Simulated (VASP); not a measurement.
# PbS (Fm-3m) in VASP: a series of runs

The runs below take PbS through single point, with PBE.

Everything below comes from runs of VASP 6.6.1. Logs are shortened: lines on timing, memory, paths and dates and some standing lists are left out, and cuts for length are marked.

**1. The cell of the first run**

It takes space group Fm-3m (No. 225, cubic). The conventional cell has a = 5.974 Å, b = 5.974 Å, c = 5.974 Å, α = 90.00°, β = 90.00°, γ = 90.00°. Within 3.9 Å of Pb (site symmetry m-3m) lie 6 S at 2.99 Å. S (site symmetry m-3m) has 6 Pb at 2.99 Å within 3.9 Å.

**2. Single point, PBE**

The input, INCAR:

```
SYSTEM = PbS
  PREC = Accurate
  ENCUT = 520
  EDIFF = 1E-7
  ISMEAR = -1
  SIGMA = 0.02
  LREAL = .FALSE.
  LASPH = .TRUE.
  NELM = 80
  ALGO = Normal
  ISIF = 2
  LWAVE = .FALSE.
  LCHARG = .TRUE.
  GGA = PE
  LELF = .TRUE.
  LVHAR = .TRUE.
  NBANDS = 17
```

The input, KPOINTS:

```
Automatic mesh
0
G
  8 8 8
  0 0 0
```

The input, POSCAR:

```
PbS
1.0
    0.0000000000      2.9872326701      2.9872326701
    2.9872326701      0.0000000000      2.9872326701
    2.9872326701      2.9872326701      0.0000000000
Pb S
1 1
Direct
    0.0000000000      0.0000000000      0.0000000000
    0.5000000000      0.5000000000      0.5000000000
```

Potentials or basis: VASP PAW PBE potentials, release 64 (Pb_d, S).

Launch:

```
$ cat potpaw_PBE.64/Pb_d/POTCAR potpaw_PBE.64/S/POTCAR > POTCAR
$ mpirun -np 1 vasp_std > vasp.out
```

OUTCAR:

```text
SYSTEM = PbS
   PREC = Accurate
   ENCUT = 520
   EDIFF = 1E-7
   ISMEAR = -1
   LREAL = .FALSE.
   LASPH = .TRUE.
   NELM = 80
   ISIF = 2
   GGA = PE

 ion  position               nearest neighbor table
   1  0.000  0.000  0.000-   2 2.99   2 2.99   2 2.99   2 2.99   2 2.99   2 2.99
   2  0.500  0.500  0.500-   1 2.99   1 2.99   1 2.99   1 2.99   1 2.99   1 2.99

  LATTYP: Found a face centered cubic cell.
 ALAT       =     5.9744653402

  Lattice vectors:

 A1 = (   0.0000000000,   2.9872326701,   2.9872326701)
 A2 = (   2.9872326701,   0.0000000000,   2.9872326701)
 A3 = (   2.9872326701,   2.9872326701,   0.0000000000)

Analysis of symmetry for initial positions (statically):
=====================================================================
 Subroutine PRICEL returns:
 Original cell was already a primitive cell.

 Routine SETGRP: Setting up the symmetry group for a
 face centered cubic supercell.

 Subroutine GETGRP returns: Found 48 space group operations
 (whereof 48 operations were pure point group operations)
 out of a pool of 48 trial point group operations.

The static configuration has the point symmetry O_h .

Analysis of symmetry for dynamics (positions and initial velocities):
=====================================================================
 Subroutine PRICEL returns:
 Original cell was already a primitive cell.

 Routine SETGRP: Setting up the symmetry group for a
 face centered cubic supercell.

 Subroutine GETGRP returns: Found 48 space group operations
 (whereof 48 operations were pure point group operations)
 out of a pool of 48 trial point group operations.

The dynamic configuration has the point symmetry O_h .

 Subroutine INISYM returns: Found 48 space group operations
 (whereof 48 operations are pure point group operations),
 and found     1 'primitive' translations

----------------------------------------------------------------------------------------

                                     Primitive cell

  volume of cell :      53.3135

  direct lattice vectors                    reciprocal lattice vectors
     0.000000000  2.987232670  2.987232670    -0.167378994  0.167378994  0.167378994
     2.987232670  0.000000000  2.987232670     0.167378994 -0.167378994  0.167378994
     2.987232670  2.987232670  0.000000000     0.167378994  0.167378994 -0.167378994

  length of vectors
     4.224584956  4.224584956  4.224584956     0.289908922  0.289908922  0.289908922

  position of ions in fractional coordinates (direct lattice)
     0.000000000  0.000000000  0.000000000
     0.500000000  0.500000000  0.500000000

  ion indices of the primitive-cell ions
   primitive index   ion index
                 1           1
                 2           2

----------------------------------------------------------------------------------------

 KPOINTS: Automatic mesh

Automatic generation of k-mesh.
 Grid dimensions read from file:
 generate k-points for:    8    8    8

 Generating k-lattice:

  Cartesian coordinates                     Fractional coordinates (reciprocal lattice)
    -0.020922374  0.020922374  0.020922374     0.125000000  0.000000000  0.000000000
     0.020922374 -0.020922374  0.020922374     0.000000000  0.125000000  0.000000000
     0.020922374  0.020922374 -0.020922374     0.000000000  0.000000000  0.125000000

  Length of vectors
     0.036238615  0.036238615  0.036238615

  Shift w.r.t. Gamma in fractional coordinates (k-lattice)
     0.000000000  0.000000000  0.000000000

 Subroutine IBZKPT returns following result:
 ===========================================

 Found     29 irreducible k-points:

 Following reciprocal coordinates:
            Coordinates               Weight
  0.000000  0.000000  0.000000      1.000000
  0.125000  0.000000  0.000000      8.000000
  0.250000  0.000000  0.000000      8.000000
  0.375000  0.000000  0.000000      8.000000
  0.500000  0.000000  0.000000      4.000000
  0.125000  0.125000  0.000000      6.000000
[... 16 lines left out ...]
  0.500000  0.250000  0.125000     48.000000
 -0.375000  0.250000  0.125000     24.000000
 [... further k-points ...]
   k-points           NKPTS =     29   k-points in BZ     NKDIM =     29   number of bands    NBANDS=     17
   number of dos      NEDOS =    301   number of ions     NIONS =      2
   total plane-waves  NPLWV =  32768
   dimension x,y,z NGX =    32 NGY =   32 NGZ =   32
   dimension x,y,z NGXF=    64 NGYF=   64 NGZF=   64
   ions per type =               1   1
   NGX,Y,Z   is equivalent  to a cutoff of  12.59, 12.59, 12.59 a.u.
   NGXF,Y,Z  is equivalent  to a cutoff of  25.19, 25.19, 25.19 a.u.
 SYSTEM =  PbS
   PREC   = accura    normal or accurate (medium, high low for compatibility)
   ISTART =      0    job   : 0-new  1-cont  2-samecut
   ICHARG =      2    charge: 1-file 2-atom 10-const
   ISPIN  =      1    spin polarized calculation?
   LNONCOLLINEAR =      F non collinear calculations
   LSORBIT =      F    spin-orbit coupling
   LASPH  =      T    aspherical Exc in radial PAW
   ENCUT  =  520.0 eV  38.22 Ry    6.18 a.u.   7.85  7.85  7.85*2*pi/ulx,y,z
   NELM   =     80;   NELMIN=  2; NELMDL= -5     # of ELM steps
   EDIFF  = 0.1E-06   stopping-criterion for ELM
   LREAL  =      F    real-space projection
   EDIFFG = 0.1E-05   stopping-criterion for IOM
   NSW    =      0    number of steps for IOM
   IBRION =     -1    ionic relax: 0-MD 1-quasi-New 2-CG
   NFREE  =      0    steps in history (QN), initial steepest desc. (CG)
   ISIF   =      2    stress and relaxation
   ISYM   =      2    0-nonsym 1-usesym 2-fastsym
   POTIM  = 0.5000    time-step for ionic-motion
   TEBEG  =    0.0;   TEEND  =   0.0 temperature during run
   PSTRESS=    0.0 pullay stress
   NELECT =      20.0000    total number of electrons
   NUPDOWN=      -1.0000    fix difference up-down
   EMIN   =  10.00;   EMAX   =-10.00  energy-range for DOS
   EFERMI =   0.00;   METHOD = LEGACY
   ISMEAR =    -1;   SIGMA  =   0.02  broadening in eV -4-tet -1-fermi 0-gaus
   EFERMI_NEDOS =   21; number of points for ismear=-14 and -15
   IALGO  =     38    algorithm
   IMIX   =      4    mixing-type and parameters
     AMIX     =   0.40;   BMIX     =  1.00
     AMIX_MAG =   1.60;   BMIX_MAG =  1.00
  volume/ion in A,a.u.               =      26.66       179.89
  Fermi-wavevector in a.u.,A,eV,Ry     =   1.180699  2.231197 18.967196  1.394050
  Thomas-Fermi vector in A             =   2.316986
   LORBIT       =      0    0 simple, 1 ext, 2 COOP (PROOUT), +10 PAW based schemes
   GGA     = PE    functional components
   LHFCALC =     F    Hartree Fock is set to
   AEXX    =    0.0000 exact exchange contribution
   IVDW    =     0    specifies the selected vdW correction
   LEPSILON=     F    determine dielectric tensor
   LRPA    =     F    only Hartree local field effects (RPA)
 non-spin polarized calculation
  energy-cutoff  :      520.00
  volume of cell :       53.31
 maximum number of plane-waves:      1459
   NGX = 15   NGY = 15   NGZ = 15

 number of electron      20.0000001 magnetization

 Free energy of the ion-electron system (eV)
  ---------------------------------------------------
  ext. energy  EPLUGINS =         0.00000000
  ---------------------------------------------------
  free energy    TOTEN  =        -8.76724661 eV

  energy without entropy =       -8.76724649  energy(sigma->0) =       -8.76724655

 E-fermi :   5.7382     XC(G=0):  -9.5809

 val. band max:        5.5173978807   @ k =   0.5000   0.0000   0.0000
 cond. band min:       5.9589345587   @ k =   0.5000   0.0000   0.0000
 fundamental gap:      0.4415366780
 Fermi energy:         5.7381682517

 k-point     1 :       0.0000    0.0000    0.0000
  band No.  band energies     occupation
      1     -11.2504      2.00000
      2     -11.2504      2.00000
      3     -11.2504      2.00000
      4     -11.2335      2.00000
      5     -11.2335      2.00000
      6      -7.8639      2.00000
[... 9 lines left out ...]
     16      12.3256      0.00000
     17      14.2605      0.00000

 k-point     2 :       0.1250    0.0000    0.0000
  band No.  band energies     occupation
      1     -11.2497      2.00000
      2     -11.2475      2.00000
      3     -11.2475      2.00000
      4     -11.2343      2.00000
      5     -11.2343      2.00000
      6      -7.7354      2.00000
[... 9 lines left out ...]
     16      12.6865      0.00000
     17      15.4101      0.00000

 k-point     3 :       0.2500    0.0000    0.0000
  band No.  band energies     occupation
      1     -11.2520      2.00000
      2     -11.2520      2.00000
      3     -11.2483      2.00000
      4     -11.2247      2.00000
      5     -11.2247      2.00000
      6      -7.3795      2.00000
[... 9 lines left out ...]
     16      13.5288      0.00000
     17      17.3445      0.00000

 k-point     4 :       0.3750    0.0000    0.0000
  band No.  band energies     occupation
      1     -11.2608      2.00000
      2     -11.2608      2.00000
      3     -11.2473      2.00000
      4     -11.2108      2.00000
      5     -11.2108      2.00000
      6      -6.9205      2.00000
[... 9 lines left out ...]
     16      14.7468      0.00000
     17      17.2460      0.00000

 k-point     5 :       0.5000    0.0000    0.0000
  band No.  band energies     occupation
      1     -11.2646      2.00000
      2     -11.2646      2.00000
      3     -11.2470      2.00000
      4     -11.2048      2.00000
      5     -11.2048      2.00000
      6      -6.6755      2.00000
[... 9 lines left out ...]
     16      15.6981      0.00000
     17      16.0438      0.00000

 k-point     6 :       0.1250    0.1250    0.0000
  band No.  band energies     occupation
      1     -11.2538      2.00000
      2     -11.2445      2.00000
      3     -11.2425      2.00000
      4     -11.2425      2.00000
      5     -11.2300      2.00000
      6      -7.6907      2.00000
[... 9 lines left out ...]
     16      13.4282      0.00000
     17      14.8618      0.00000

 k-point     7 :       0.2500    0.1250    0.0000
  band No.  band energies     occupation
      1     -11.2596      2.00000
      2     -11.2532      2.00000
      3     -11.2408      2.00000
      4     -11.2329      2.00000
      5     -11.2215      2.00000
      6      -7.4059      2.00000
[... 9 lines left out ...]
     16      14.2386      0.00000
     17      16.1013      0.00000

 k-point     8 :       0.3750    0.1250    0.0000
  band No.  band energies     occupation
      1     -11.2724      2.00000
      2     -11.2486      2.00000
      3     -11.2483      2.00000
      4     -11.2227      2.00000
      5     -11.2085      2.00000
      6      -6.9702      2.00000
[... 9 lines left out ...]
     16      15.3014      0.00000
     17      17.1944      0.00000
[... 203 lines left out ...]
      1     -11.3539      2.00000
      2     -11.2672      2.00000
      3     -11.2163      2.00000
      4     -11.2008      2.00000
      5     -11.1975      2.00000
      6      -6.3474      2.00000
[... 9 lines left out ...]
     16      17.1082      0.00000
     17      17.2711      0.00000

 k-point    20 :      -0.3750    0.3750    0.0000
  band No.  band energies     occupation
      1     -11.3353      2.00000
      2     -11.2530      2.00000
      3     -11.2266      2.00000
      4     -11.2102      2.00000
      5     -11.2019      2.00000
      6      -6.2854      2.00000
[... 9 lines left out ...]
     16      16.4094      0.00000
     17      18.0733      0.00000

 k-point    21 :       0.5000    0.5000    0.0000
  band No.  band energies     occupation
      1     -11.3711      2.00000
      2     -11.2736      2.00000
      3     -11.2097      2.00000
      4     -11.1944      2.00000
      5     -11.1944      2.00000
      6      -6.2807      2.00000
[... 9 lines left out ...]
     16      17.8178      0.00000
     17      17.8183      0.00000

 k-point    22 :       0.3750    0.2500    0.1250
  band No.  band energies     occupation
      1     -11.2767      2.00000
      2     -11.2536      2.00000
      3     -11.2398      2.00000
      4     -11.2237      2.00000
      5     -11.2143      2.00000
      6      -7.0747      2.00000
[... 9 lines left out ...]
     16      15.3877      0.00000
     17      15.7138      0.00000

 k-point    23 :       0.5000    0.2500    0.1250
  band No.  band energies     occupation
      1     -11.2904      2.00000
      2     -11.2479      2.00000
      3     -11.2424      2.00000
      4     -11.2188      2.00000
      5     -11.2083      2.00000
      6      -6.6694      2.00000
[... 9 lines left out ...]
     16      15.8079      0.00000
     17      16.7967      0.00000

 k-point    24 :      -0.3750    0.2500    0.1250
  band No.  band energies     occupation
      1     -11.2955      2.00000
      2     -11.2498      2.00000
      3     -11.2349      2.00000
      4     -11.2234      2.00000
      5     -11.2041      2.00000
      6      -6.4662      2.00000
[... 9 lines left out ...]
     16      16.4615      0.00000
     17      16.6892      0.00000

 [... further k-points ...]
[... 5 lines left out ...]
  --------------------------------------------------------------------------------------
  -------------------------------------------------------------------------------------
  Total        0.2894222      0.2894222      0.2894222      0.0000000     -0.0000000      0.0000000
  in kB        8.6977173      8.6977173      8.6977173      0.0000000     -0.0000000      0.0000000
  external PRESSURE =       8.6977173 kB  Pullay stress =       0.0000000 kB

 VOLUME and BASIS-vectors are now :
 -----------------------------------------------------------------------------
  energy-cutoff  :      520.00
  volume of cell :       53.31
      direct lattice vectors                 reciprocal lattice vectors
     0.000000000  2.987232670  2.987232670    -0.167378994  0.167378994  0.167378994
     2.987232670  0.000000000  2.987232670     0.167378994 -0.167378994  0.167378994
     2.987232670  2.987232670  0.000000000     0.167378994  0.167378994 -0.167378994

 POSITION                                       TOTAL-FORCE (eV/Angst)
 -----------------------------------------------------------------------------------
      0.00000      0.00000      0.00000        -0.000000      0.000000      0.000000
      2.98723      2.98723      2.98723         0.000000     -0.000000     -0.000000
 -----------------------------------------------------------------------------------
    total drift:                                0.000000     -0.000000     -0.000000

  FREE ENERGIE OF THE ION-ELECTRON SYSTEM (eV)
  ---------------------------------------------------
  free  energy   TOTEN  =        -8.7672466063 eV

  energy  without entropy=       -8.7672464854  energy(sigma->0) =       -8.76724655
```

It took 16 s on 1 thread of AMD EPYC 9R45 (Zen 5), shared host; peak memory 0.15 GiB.

Results:

| Property | Result |
| --- | --- |
| Free energy | -8.7672 eV |
| Pressure | 0.9 GPa |
| Band gap on the k mesh | 0.44 eV, direct |

Caveat: spin-orbit coupling is left out, which moves the levels of the heavy elements. A k mesh can miss the band edges.

**3. Single point, PBE**

This run uses another cell than the first one, of 27.10 Å³/atom, 1.017 times its volume.

The input, INCAR:

```
SYSTEM = PbS
PREC = Accurate
ENCUT = 520
EDIFF = 1E-6
ISMEAR = -1
SIGMA = 0.02
LREAL = .False.
LASPH = .True.
NELM = 80
ALGO = Normal
ISIF = 2
LWAVE = .False.
LCHARG = .False.
GGA = PE
NBANDS = 17
```

The input, KPOINTS:

```
Automatic mesh
0
Gamma
  8 8 8
  0 0 0
```

The input, POSCAR:

```
PbS
1.0
    0.0000000000      3.0038467816      3.0038467816
    3.0038467816      0.0000000000      3.0038467816
    3.0038467816      3.0038467816      0.0000000000
Pb S
1 1
Direct
    0.0000000000      0.0000000000      0.0000000000
    0.5000000000      0.5000000000      0.5000000000
```

Potentials or basis: VASP PAW PBE potentials, release 64 (Pb_d, S).

Launch:

```
$ cat potpaw_PBE.64/Pb_d/POTCAR potpaw_PBE.64/S/POTCAR > POTCAR
$ mpirun -np 1 vasp_std > vasp.out
```

Wall time 15 s (1 thread of AMD EPYC 9R45 (Zen 5), shared host); peak memory 0.15 GiB.

Results (log left out):

| Property | Result |
| --- | --- |
| Free energy | -8.7699 eV |
| Pressure | 0.0 GPa |
| Band gap on the k mesh | 0.50 eV, direct |

Levels at points of the mesh, in eV from the valence-band top:
```tsv
k point	band 6	band 7	band 8	band 9	band 10	band 11	band 12	band 13	band 14	band 15
(0.00, 0.00, 0.00)	-13.22	-6.07	-1.95	-1.95	-1.95	5.14	5.14	5.14	6.86	6.86
(0.50, 0.00, 0.00)	-12.07	-8.59	-1.58	-1.58	0.00	0.50	2.08	2.08	8.65	10.22
(0.50, 0.50, 0.00)	-11.70	-7.11	-4.83	-3.16	-3.16	4.07	5.48	5.58	5.58	11.18
```

Caveat: spin-orbit coupling is left out, which moves the levels of the heavy elements.
